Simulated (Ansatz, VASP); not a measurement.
One calculation of Mg5Te3, two programs

```
Mg Te
1.0
     5.09371    0.00000    0.00000
     0.00000    5.09371    0.00000
     0.00000    0.00000    7.90042
Mg Te
5 3
Direct
  0.00000 0.50000 0.27158
  0.00000 0.50000 0.72842
  0.50000 0.00000 0.27158
  0.50000 0.00000 0.72842
  0.00000 0.00000 0.00000
  0.00000 0.00000 0.50000
  0.50000 0.50000 0.00000
  0.50000 0.50000 0.50000
```

Change from the starting cell: species swapped into the Ti3Al5 type (P4/mmm, No. 123).

Alike in both runs: functional PBE; k mesh 4 × 4 × 2; occupations gaussian, width 0.2 eV; no spin polarisation.

Ansatz relaxed the structure, and its values are those at the end. VASP's run is a single point on that final structure, the one shown.

```csv
,VASP,Ansatz
version,VASP 6.6.1,Ansatz 0.2.0
potentials or method,"VASP PAW PBE potentials, release 64 (Mg, Te), cutoff 520 eV","scalar-relativistic, plane waves, PAW"
valence electrons in the cell,28,98
```

|  | VASP | Ansatz | Ansatz less VASP |
| --- | --- | --- | --- |
| gap on the k mesh at the Fermi level (eV) | none | none | - |
| pressure (GPa) | -0.1 | 0.0 | +0.08 |
| rms of the force components (eV/Å) | 0.027 | 0.028 | +0.0006 |

A gap of «none» marks a metal or a gap that the smearing closes. VASP's potentials hold 28 valence electrons a cell and Ansatz's 98, so a difference there can come from the potentials and not from the codes.

The k mesh is coarse, so the values compare programs but aren't converged. Spin-orbit coupling is off throughout.
